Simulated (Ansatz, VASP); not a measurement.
Two plane-wave programs on Li16H

```xyz
17
Lattice="6.9800 0.0000 0.0000 0.0000 6.9800 0.0000 0.0000 0.0000 6.9800" Properties=species:S:1:pos:R:3 pbc="T T T"
Li   -0.0233   -0.0001   -0.0142
Li    3.4183   -0.0001    0.0595
Li    0.0106    3.4899    0.0166
Li   -0.0229   -0.0001    3.5039
Li    1.8135    1.6926    1.7451
Li    3.5191    3.4896   -0.0414
Li    3.4183   -0.0001    3.4305
Li    5.2624    1.7635    1.7450
Li    0.0105    3.4899    3.4736
Li    1.8134    5.2873    1.7451
Li    1.7172    1.7870    5.2352
Li    3.5191    3.4896    3.5315
Li    5.2614    5.2172    1.7450
Li    5.2236    1.7254    5.2350
Li    1.7173    5.1929    5.2352
Li    5.2238    5.2540    5.2350
H     2.5946   -0.0022    1.7460
```

Alike in both runs: functional PBEsol; k mesh 3 × 3 × 3; occupations fermi-dirac, width 0.15 eV; no spin polarisation.

Ansatz relaxed the structure, and its values are those at the end. VASP's run is a single point on that final structure, the one shown.

|  | VASP | Ansatz |
| --- | --- | --- |
| version | VASP 6.6.1 | Ansatz 0.2.0 |
| potentials or method | VASP PAW PBE potentials, release 64 (Li_sv, H), cutoff 520 eV | scalar-relativistic, plane waves, PAW |
| valence electrons in the cell | 49 | 49 |

```csv
,VASP,Ansatz,Ansatz less VASP
rms of the force components (eV/Å),0.011,0.012,+0.0003
```

VASP's potentials were made for PBE, not for PBEsol.

Noted on VASP's run: the cutoff is under 1.25 times that of the potentials, so the pressure is a little rough.
